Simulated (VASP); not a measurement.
Set up this calculation in VASP 6.6.1, as the native input.

```yaml
Task: single point
Functional: PBE
Potentials_or_basis: VASP PAW PBE potentials, release 64 (Li_sv, S)
Cutoff: 520 eV
k_mesh: 4 × 4 × 4
Occupations: gaussian, width 0.1 eV
Spin: no spin polarisation
Dipole_correction: no
Further_INCAR_settings: ALGO = Normal; EDIFF = 1e-07; NBANDS = 24
```

The structure of Li7S lies in POSCAR:

```
Li7S
1.0
    0.0000000000      4.0856205100      4.0856205100
    4.0856205100      0.0000000000      4.0856205100
    4.0856205100      4.0856205100      0.0000000000
Li S
7 1
Direct
    0.5000000000      0.5000000000      0.5000000000
    0.0000000000      0.0000000000      0.5000000000
    0.5000000000      0.0000000000      0.5000000000
    0.0000000000      0.5000000000      0.5000000000
    0.5000000000      0.5000000000      0.0000000000
    0.0000000000      0.5000000000      0.0000000000
    0.5000000000      0.0000000000      0.0000000000
    0.0000000000      0.0000000000      0.0000000000
```

The cell was built from a structure type or drawn by symmetry, and may not be a known phase.

The input as run:

INCAR

```
SYSTEM = Li7S
  ALGO = Normal
  EDIFF = 1E-7
  ENCUT = 520
  GGA = PE
  ISIF = 2
  ISMEAR = 0
  LASPH = .True.
  LCHARG = .False.
  LREAL = .False.
  LWAVE = .False.
  NBANDS = 24
  NELM = 100
  PREC = Accurate
  SIGMA = 0.1
```

KPOINTS

```
k-points
0
Gamma
  4 4 4
  0 0 0
```

Potentials or basis: VASP PAW PBE potentials, release 64 (Li_sv, S).

The run is started by

```console
$ cat potpaw_PBE.64/Li_sv/POTCAR potpaw_PBE.64/S/POTCAR > POTCAR
$ mpirun -np 1 vasp_std > vasp.out
```

It gave:

The band gap on the k mesh is zero (an odd number of electrons rules out a gap without spin polarisation).

Wall time 18 s on 1 thread of Intel(R) Xeon(R) 6975P-C (Granite Rapids), on a shared host, peak memory 0.31 GiB.
